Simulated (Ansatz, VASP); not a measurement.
## BaTiO3: VASP beside Ansatz

Contents of INCAR:

```
PREC = Accurate
ENCUT = 520
EDIFF = 1E-7
ISMEAR = 0
SIGMA = 0.1
LREAL = False
LASPH = True
NELM = 150
ALGO = Normal
ISIF = 2
LWAVE = False
LCHARG = True
ISPIN = 2
MAGMOM = 0 1 0 0 0
LORBIT = 11
LMAXMIX = 4
GGA = PE
LELF = True
LVHAR = True
NBANDS = 32
```

File KPOINTS:

```
regular mesh
0
Gamma
  4 4 4
```

The input POSCAR:

```
BaTiO3
1.0
    4.0072999000      0.0000000000      0.0000000000
    0.0000000000      4.0072999000      0.0000000000
    0.0000000000      0.0000000000      4.0072999000
Ba Ti O
1 1 3
Direct
    0.5000000000      0.5000000000      0.5000000000
    0.0000000000      0.0000000000      0.0000000000
    0.5000000000      0.0000000000      0.0000000000
    0.0000000000      0.5000000000      0.0000000000
    0.0000000000      0.0000000000      0.5000000000
```

Input for Ansatz:

```yaml
crystal:
  lattice:
    - [4.0072999, 0.0, 0.0]
    - [0.0, 4.0072999, 0.0]
    - [0.0, 0.0, 4.0072999]
  atoms:
    - { symbol: Ba, position: [0.5, 0.5, 0.5] }
    - { symbol: Ti, position: [0.0, 0.0, 0.0], spin: 1.0 }
    - { symbol: O, position: [0.5, 0.0, 0.0] }
    - { symbol: O, position: [0.0, 0.5, 0.0] }
    - { symbol: O, position: [0.0, 0.0, 0.5] }
basis:
  ecutwfc: 420
kpoints:
  mp_grid: { grid: [4, 4, 4] }
hamiltonian:
  xc: pbe
scf:
  occupations: { method: gaussian, width: 0.1 }
  lower_state_search: "off"
output:
  forces: true
  stress: true
  eigenvalues: true
  populations: true
magnetization:
  spin_polarized: true
```

Alike in both runs: task single point; functional PBE; k mesh 4 × 4 × 4; occupations gaussian, width 0.1 eV; collinear spin.

```csv
,VASP,Ansatz
version,VASP 6.6.1,Ansatz 0.2.0
potentials or method,"VASP PAW PBE potentials, release 64 (Ba_sv, Ti_sv, O), cutoff 520 eV","scalar-relativistic, plane waves, PAW"
valence electrons in the cell,40,40
```

|  | VASP | Ansatz | Ansatz less VASP |
| --- | --- | --- | --- |
| gap on the k mesh at the Fermi level (eV) | 1.72 | 1.79 | +0.066 |
| least direct gap on the mesh (eV) | 1.87 | 1.89 | +0.026 |
| pressure (GPa) | 3.3 | 1.5 | -1.77 |
| net moment per atom (μB) | 0.00 | 0.00 | 0.000 |

Ansatz's warnings: seeded moment not kept.

Neither program's run includes spin-orbit coupling.
